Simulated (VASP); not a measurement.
## TiPt3: single point with PBE

TiPt3:

```
Pt Ti
1.0
     3.92281    0.00000    0.00000
     0.00000    3.92281    0.00000
     0.00000    0.00000    3.92281
Pt Ti
3 1
Direct
  0.50000 0.50000 0.00000
  0.50000 0.00000 0.50000
  0.00000 0.50000 0.50000
  0.00000 0.00000 0.00000
```

```yaml
Program: VASP 6.6.1
Task: single point
Functional: PBE
Potentials_or_basis: VASP PAW PBE potentials, release 64 (Pt, Ti_sv)
Cutoff: 520 eV
k_mesh: 7 × 7 × 7
Occupations: fermi-dirac, width 0.05 eV
Spin: no spin polarisation
Dipole_correction: no
Further_INCAR_settings: ALGO = Normal; EDIFF = 1e-07; NBANDS = 29
```

```
Pressure               : 4.4 GPa
Band gap on the k mesh : zero (bands 21 and 22 overlap by 1.46 eV)
```

Levels at points of the mesh, in eV from the Fermi level:
```tsv
k point	band 19	band 20	band 21	band 22	band 23	band 24
(0.00, 0.00, 0.00)	0.00	0.00	1.34	1.34	1.58	1.58
```

Run time: 40 s on 1 thread of Intel(R) Xeon(R) Platinum 8259CL CPU @ 2.50GHz (Skylake/Cascade Lake), with other jobs on the host, peak memory 0.18 GiB.

Caveat: the cell stands under pressure; spin-orbit coupling is left out, which moves the levels of the heavy elements.
